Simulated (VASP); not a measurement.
Wanted: the native input for a VASP 6.6.1 run.

* Task: single point
* Functional: PBE
* Potentials or basis: VASP PAW PBE potentials, release 64 (Al)
* Cutoff: 520 eV
* k mesh: 4 × 4 × 4
* Occupations: gaussian, width 0.2 eV
* Spin: no spin polarisation
* Dipole correction: no
* Further INCAR settings: ALGO = Fast; EDIFF = 1e-06; NBANDS = 22

The structure of Al lies in POSCAR:

```
Al
1.0
   -5.5603757925      0.0000000000      0.0000000000
    2.7801878962     -4.8173367967      0.0000000000
    0.0000000000      0.0000000000      5.6080138446
Al
8
Direct
    0.0000000000      0.0000000000      0.2500000000
    0.0000000000      0.0000000000      0.7500000000
    0.5000000000      0.5000000000      0.2500000000
    0.5000000000      0.5000000000      0.7500000000
    1.0000000000      0.5000000000      0.2500000000
    1.0000000000      0.5000000000      0.7500000000
    0.5000000000      0.0000000000      0.2500000000
    0.5000000000      0.0000000000      0.7500000000
```

This isn't the form of Al at room conditions, which is fcc.

These files were run (other wordings do the same):

INCAR

```
SYSTEM = Al
PREC = Accurate
ENCUT = 520
EDIFF = 1E-6
ISMEAR = 0
SIGMA = 0.2
LREAL = .False.
LASPH = .True.
NELM = 100
ALGO = Fast
ISIF = 2
LWAVE = .False.
LCHARG = .False.
GGA = PE
NBANDS = 22
```

KPOINTS

```
Automatic mesh
0
Gamma
  4 4 4
  0 0 0
```

Potentials or basis: VASP PAW PBE potentials, release 64 (Al).

The run is started by

```bash
$ cat potpaw_PBE.64/Al/POTCAR > POTCAR
$ mpirun -np 1 vasp_std > vasp.out
```

Results of the run:

```json
{
  "Pressure": "-0.1 GPa",
  "Band gap on the k mesh": "zero (bands 12 and 13 overlap by 4.17 eV)"
}
```

It took 58 s on 1 thread of AMD EPYC 7R43 64-Core Processor (Zen 3) (shared host), peak memory 0.22 GiB.
